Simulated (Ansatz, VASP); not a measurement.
SiF in VASP and in Ansatz

```
CELL_PARAMETERS angstrom
2.71431 0.00000 0.00000
-1.35716 2.35066 0.00000
0.00000 0.00000 3.86384
ATOMIC_POSITIONS crystal
Si 0.66667 0.33333 0.00000
F 0.00000 0.00000 0.50000
```

Change from the starting cell: species swapped into the TiO type (P-6m2, No. 187).

Alike in both runs: functional PBE; k mesh 7 × 7 × 6; occupations gaussian, width 0.2 eV; no spin polarisation.

Ansatz relaxed the structure, and its values are those at the end. VASP's run is a single point on that final structure, the one shown.

|  | VASP | Ansatz |
| --- | --- | --- |
| version | VASP 6.6.1 | Ansatz 0.2.0 |
| potentials or method | VASP PAW PBE potentials, release 64 (Si, F), cutoff 600 eV | scalar-relativistic, plane waves, PAW |
| valence electrons in the cell | 11 | 11 |

|  | VASP | Ansatz | Ansatz less VASP |
| --- | --- | --- | --- |
| gap on the k mesh at the Fermi level (eV) | none | none | - |
| pressure (GPa) | -0.3 | 0.0 | +0.26 |

A gap of «none» marks a metal or a gap that the smearing closes.

The k mesh is coarse, so the values compare programs but aren't converged.
